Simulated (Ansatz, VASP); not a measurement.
## WS2 in VASP and in Ansatz

File POSCAR:

```
WS2
1.0
    3.1597166908      0.0000000000      0.0000000000
   -1.5798583454      2.7363949230      0.0000000000
    0.0000000000      0.0000000000     16.9394672486
W S
1 2
Direct
    0.3333333333      0.6666666667      0.0000000000
    0.6666666667      0.3333333333      0.9069626209
    0.6666666667      0.3333333333      0.0930373791
```

Contents of INCAR.step1:

```
SYSTEM = WS2
ALGO = Normal
EDIFF = 1E-4
ENCUT = 520
GGA = PE
ISMEAR = 0
LASPH = .TRUE.
LCHARG = .FALSE.
LREAL = .FALSE.
LWAVE = .TRUE.
NBANDS = 20
NELM = 60
PREC = Accurate
SIGMA = 0.02
```

INCAR.step2

```
SYSTEM = WS2
ALGO = Normal
EDIFF = 1E-6
ENCUT = 520
ISIF = 2
ISMEAR = 0
ISTART = 1
LASPH = .TRUE.
LCHARG = .FALSE.
LMIXTAU = .TRUE.
LREAL = .FALSE.
LWAVE = .FALSE.
METAGGA = R2SCAN
NBANDS = 20
NELM = 60
PREC = Accurate
SIGMA = 0.02
```

The input KPOINTS:

```
k-points
0
G
  12 12 2
  0 0 0
```

Input for Ansatz:

```yaml
crystal:
  lattice:
    - [3.1597166908, 0.0, 0.0]
    - [-1.5798583454, 2.736394923, 0.0]
    - [0.0, 0.0, 16.9394672486]
  atoms:
    - { symbol: W, position: [0.3333333333, 0.6666666667, 0.0] }
    - { symbol: S, position: [0.6666666667, 0.3333333333, 0.9069626209] }
    - { symbol: S, position: [0.6666666667, 0.3333333333, 0.0930373791] }
basis:
  ecutwfc: 500
kpoints:
  mp_grid: { grid: [12, 12, 2] }
  band_path:
    path:
      - [[0.0, 0.0, 0.0], [0.5, 0.0, 0.0], [0.33333333, 0.33333333, 0.0], [0.0, 0.0, 0.0], [0.0, 0.0, 0.5], [0.5, 0.0, 0.5], [0.33333333, 0.33333333, 0.5], [0.0, 0.0, 0.5]]
      - [[0.5, 0.0, 0.5], [0.5, 0.0, 0.0]]
      - [[0.33333333, 0.33333333, 0.5], [0.33333333, 0.33333333, 0.0]]
    npoints: 14
hamiltonian:
  xc: r2scan
scf:
  occupations: { method: gaussian, width: 0.02 }
  n_extra_bands: 7
output:
  forces: true
  stress: true
  eigenvalues: true
  populations: true
  dos: { projected: true, de: 0.02, nscf_kmesh: { grid: [18, 18, 3] } }
  bader: true
  write_density: true
  write_potential: true
  elf: true
  volumetric_format: npy
```

Alike in both runs: task single point; functional r2SCAN; k mesh 12 × 12 × 2; occupations gaussian, width 0.02 eV; no spin polarisation.

|  | VASP | Ansatz |
| --- | --- | --- |
| version | VASP 6.6.1 | Ansatz 0.2.0 |
| potentials or method | VASP PAW PBE potentials, release 64 (W_sv, S), cutoff 520 eV | scalar-relativistic, plane waves, PAW |
| valence electrons in the cell | 26 | 26 |

Ansatz gave:

* gap on the k mesh at the Fermi level (eV): 2.05
* least direct gap on the mesh (eV): 2.05
* rms of the force components (eV/Å): 0.094

Which values does VASP return?

gap on the k mesh at the Fermi level (eV): 2.05; least direct gap on the mesh (eV): 2.05; rms of the force components (eV/Å): 0.083.

VASP's potentials were made for PBE, not for r2SCAN. Atom by atom the forces differ by 0.011 eV/Å (rms over components). Ansatz's warnings: xc potential rough in thin density.

Neither program's run includes spin-orbit coupling.
